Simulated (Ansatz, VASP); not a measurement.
**Zn: VASP beside Ansatz**

INCAR

```
SYSTEM = Zn
PREC = Accurate
ENCUT = 600
EDIFF = 1E-6
ISMEAR = -1
SIGMA = 0.05
LREAL = .FALSE.
LASPH = .TRUE.
NELM = 80
ALGO = Fast
ISIF = 3
LWAVE = .FALSE.
LCHARG = .FALSE.
GGA = PS
IBRION = 2
NSW = 60
EDIFFG = -0.01
```

The input KPOINTS:

```
regular mesh
0
G
  12 12 12
  0 0 0
```

POSCAR

```
Zn
1.0
   -1.5690370000      1.5690370000      1.5690370000
    1.5690370000     -1.5690370000      1.5690370000
    1.5690370000      1.5690370000     -1.5690370000
Zn
1
Direct
    0.0000000000      0.0000000000      0.0000000000
```

File input.yaml:

```yaml
crystal:
  lattice:
    - [-1.569037, 1.569037, 1.569037]
    - [1.569037, -1.569037, 1.569037]
    - [1.569037, 1.569037, -1.569037]
  atoms:
    - { symbol: Zn, position: [0.0, 0.0, 0.0] }
hamiltonian:
  xc: pbesol
  pseudopotentials: { kind: paw }
kpoints:
  mp_grid: { grid: [12, 12, 12] }
scf:
  occupations: { method: fermi_dirac, width: 0.05 }
output:
  forces: true
  stress: true
  eigenvalues: true
  write_density: true
  write_potential: true
  elf: true
  volumetric_format: npy
relax:
  f_tol: 0.01
  max_steps: 40
  cell: { stress_tol: 0.05 }
```

Alike in both runs: task relaxation of cell and atoms; functional PBEsol; k mesh 12 × 12 × 12; occupations fermi-dirac, width 0.05 eV; no spin polarisation.

```csv
,VASP,Ansatz
version,VASP 6.6.1,Ansatz 0.2.0
potentials or method,"VASP PAW PBE potentials, release 64 (Zn)",Ansatz PAW
plane-wave cutoff (eV),600,420
valence electrons in the cell,12,12
```

```tsv
	VASP	Ansatz	Ansatz less VASP
gap on the k mesh at the Fermi level, each at its own relaxed structure (eV)	none	none	-
relaxed volume (Å³/atom)	14.22	14.27	+0.042
relaxed cell length with the largest relative difference (Å)	2.644	2.646	+0.0026
```

VASP's potentials were made for PBE, not for PBEsol. A gap of «none» marks a metal or a gap that the smearing closes.

Noted on Ansatz's run: the plane-wave basis is chosen anew once the cell has moved, so the energies of steps on either side of that aren't comparable.
